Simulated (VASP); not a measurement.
A run of VASP 6.6.1 is set up as follows.

INCAR

```
PREC = Accurate
ENCUT = 520
EDIFF = 1E-7
ISMEAR = -1
SIGMA = 0.05
LREAL = False
LASPH = True
NELM = 60
ALGO = Normal
ISIF = 2
LWAVE = False
LCHARG = False
GGA = PS
NBANDS = 21
```

KPOINTS

```
Automatic mesh
0
Gamma
  8 8 8
```

Contents of POSCAR:

```
Ge
1.0
    0.0000000000      2.8843929095      2.8843929095
    2.8843929095      0.0000000000      2.8843929095
    2.8843929095      2.8843929095      0.0000000000
Ge
2
Direct
    0.7500000000      0.7500000000      0.7500000000
    0.5000000000      0.5000000000      0.5000000000
```

Potentials or basis: VASP PAW PBE potentials, release 64 (Ge_d).

The run is started by

```bash
$ cat potpaw_PBE.64/Ge_d/POTCAR > POTCAR
$ mpirun -np 1 vasp_std > vasp.out
```

Task: What does it give for the pressure?

Result: -3.0 GPa.

Task: What does it give for the band gap on the k mesh?

Result: Zero (band 14 reaches 4.31 eV, above the bottom of band 15 at 4.27 eV).

Caveat: the PAW data sets were made with another functional, which shifts forces and pressure a little.
